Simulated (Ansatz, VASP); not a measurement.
## Zr2MnN2 in VASP and in Ansatz

```xyz
5
Lattice="-1.6204 1.6204 5.9489 1.6204 -1.6204 5.9489 1.6204 1.6204 -5.9489" Properties=species:S:1:pos:R:3 pbc="T T T"
Zr    0.0000    0.0000    4.1835
Zr    0.0000    0.0000    7.7142
Mn    0.0000    0.0000    0.0000
N     0.0000    0.0000    1.9354
N     0.0000    0.0000    9.9624
```

Alike in both runs: task single point; functional PBE; k mesh 14 × 14 × 14; occupations gaussian, width 0.1 eV; collinear spin.

|  | VASP | Ansatz |
| --- | --- | --- |
| version | VASP 6.6.1 | Ansatz 0.2.0 |
| potentials or method | VASP PAW PBE potentials, release 64 (Zr_sv, Mn_pv, N), cutoff 600 eV | scalar-relativistic, plane waves, PAW |
| valence electrons in the cell | 47 | 49 |

Ansatz gave:

```
gap on the k mesh at the Fermi level (eV)                     : none
pressure (GPa)                                                : 0.0
traceless stress, the component that is largest in VASP (GPa) : 0.01
rms of the force components (eV/Å)                            : 0.000
net moment per atom (μB)                                      : 0.41
size of the moment on the site where the two differ most (μB) : 1.97
```

**Question.** Estimate VASP's values.

**Answer.** gap on the k mesh at the Fermi level (eV): none; pressure (GPa): 0.2; traceless stress, the component that is largest in VASP (GPa): 0.20; rms of the force components (eV/Å): 0.014; net moment per atom (μB): 0.41; size of the moment on the site where the two differ most (μB): 2.27.

Site moments also hang on the region over which each program counts them. Atom by atom the forces differ by 0.014 eV/Å (rms over components). A gap of «none» marks a metal or a gap that the smearing closes. The functional is the same, so the differences come from potentials, cutoffs and numerics. VASP's potentials hold 47 valence electrons a cell and Ansatz's 49, so a difference there can come from the potentials and not from the codes. Ansatz's warnings: stability check not made.
